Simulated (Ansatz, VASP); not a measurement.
Two plane-wave programs on BaTiO3

The input INCAR:

```
SYSTEM = BaTiO3
PREC = Accurate ; ENCUT = 520
EDIFF = 1E-7 ; ISMEAR = 0
SIGMA = 0.05 ; LREAL = Auto
LASPH = .TRUE. ; NELM = 100
ALGO = Normal ; ISIF = 2
LWAVE = .FALSE. ; LCHARG = .TRUE.
GGA = PE ; LELF = .TRUE.
LVHAR = .TRUE. ; NBANDS = 73
```

File KPOINTS:

```
Automatic mesh
0
G
  7 7 3
  0 0 0
```

The input POSCAR:

```
BaTiO3
1.0
    0.0000000000      2.8905577535     -2.9158992878
   -3.9723905816      0.0000000000      0.0000000000
    0.0000000000      8.8492197840      8.9237013634
Ba Ti O
3 3 9
Direct
    0.9879234262      0.0000000000      0.9023995175
    0.9882707077      0.0000000000      0.2489950948
    0.9880970670      0.0000000000      0.5756973061
    0.4721456607      0.5000000000      0.0909395225
    0.4719720199      0.5000000000      0.4176417339
    0.4717983791      0.5000000000      0.7443439452
    0.5126723229      1.0000000000      0.0777016710
    0.5124986821      1.0000000000      0.4044038823
    0.5123250414      1.0000000000      0.7311060937
    0.0235890246      0.5000000000      0.0796212513
    0.0234153838      0.5000000000      0.4063234626
    0.0232417430      0.5000000000      0.7330256740
    0.5067117713      0.5000000000      0.2374859327
    0.5065381305      0.5000000000      0.5641881441
    0.5063644898      0.5000000000      0.8908903554
```

Input for Ansatz:

```yaml
crystal:
  lattice:
    - [0.0, 2.8905577535, -2.9158992878]
    - [-3.9723905816, 0.0, 0.0]
    - [0.0, 8.849219784, 8.9237013634]
  atoms:
    - { symbol: Ba, position: [0.9879234262, 0.0, 0.9023995175] }
    - { symbol: Ba, position: [0.9882707077, 0.0, 0.2489950948] }
    - { symbol: Ba, position: [0.988097067, 0.0, 0.5756973061] }
    - { symbol: Ti, position: [0.4721456607, 0.5, 0.0909395225] }
    - { symbol: Ti, position: [0.4719720199, 0.5, 0.4176417339] }
    - { symbol: Ti, position: [0.4717983791, 0.5, 0.7443439452] }
    - { symbol: O, position: [0.5126723229, 1.0, 0.077701671] }
    - { symbol: O, position: [0.5124986821, 1.0, 0.4044038823] }
    - { symbol: O, position: [0.5123250414, 1.0, 0.7311060937] }
    - { symbol: O, position: [0.0235890246, 0.5, 0.0796212513] }
    - { symbol: O, position: [0.0234153838, 0.5, 0.4063234626] }
    - { symbol: O, position: [0.023241743, 0.5, 0.733025674] }
    - { symbol: O, position: [0.5067117713, 0.5, 0.2374859327] }
    - { symbol: O, position: [0.5065381305, 0.5, 0.5641881441] }
    - { symbol: O, position: [0.5063644898, 0.5, 0.8908903554] }
basis:
  ecutwfc: 420
kpoints:
  mp_grid: { grid: [7, 7, 3] }
hamiltonian:
  xc: pbe
scf:
  occupations: { method: gaussian, width: 0.05 }
output:
  forces: true
  stress: true
  eigenvalues: true
  write_density: true
  write_potential: true
  elf: true
  volumetric_format: npy
```

Alike in both runs: task single point; functional PBE; k mesh 7 × 7 × 3; occupations gaussian, width 0.05 eV; no spin polarisation.

```csv
,VASP,Ansatz
version,VASP 6.6.1,Ansatz 0.2.0
potentials or method,"VASP PAW PBE potentials, release 64 (Ba_sv, Ti_sv, O), cutoff 520 eV","scalar-relativistic, plane waves, PAW"
valence electrons in the cell,120,120
```

|  | VASP | Ansatz | Ansatz less VASP |
| --- | --- | --- | --- |
| gap on the k mesh at the Fermi level (eV) | 2.24 | 2.26 | +0.018 |
| least direct gap on the mesh (eV) | 2.90 | 2.91 | +0.012 |
| pressure (GPa) | -0.1 | -1.6 | -1.46 |
| traceless stress, the component that is largest in VASP (GPa) | -0.61 | -0.57 | +0.042 |
| rms of the force components (eV/Å) | 0.146 | 0.141 | -0.0046 |

Atom by atom the forces differ by 0.037 eV/Å (rms over components).

Spin-orbit coupling is off throughout.
